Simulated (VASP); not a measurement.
Crystal: CaO.

```
Ca O
1.0
     0.00000    2.39755    2.39755
     2.39755    0.00000    2.39755
     2.39755    2.39755    0.00000
Ca O
1 1
Direct
  0.00000 0.00000 0.00000
  0.50000 0.50000 0.50000
```

Program: VASP 6.6.1. Alike in all runs: task single point; potentials or basis VASP PAW PBE potentials, release 64 (Ca_sv, O); no spin polarisation; cell as given; cutoff (eV) 520; smearing gaussian 0.01 eV.

Task: Order these runs on this cell by their pressure, lowest first.
A. level r2SCAN; k mesh 2 × 2 × 2
B. level PBE-based screened hybrid with 35 % exact exchange; k mesh 4 × 4 × 4; grid for exact exchange (PRECFOCK) Normal; share of exact exchange 0.35; screening parameter 0.5 1/Å
C. level PBE-based screened hybrid with 100 % exact exchange; k mesh 4 × 4 × 4; grid for exact exchange (PRECFOCK) Normal; share of exact exchange 1; screening parameter 0.3 1/Å

Result: C (-5.1 GPa), B (0.5 GPa), A (2.6 GPa).

Caveats: all runs use coarse meshes; the PAW data sets were made with another functional, which shifts forces and pressure a little.
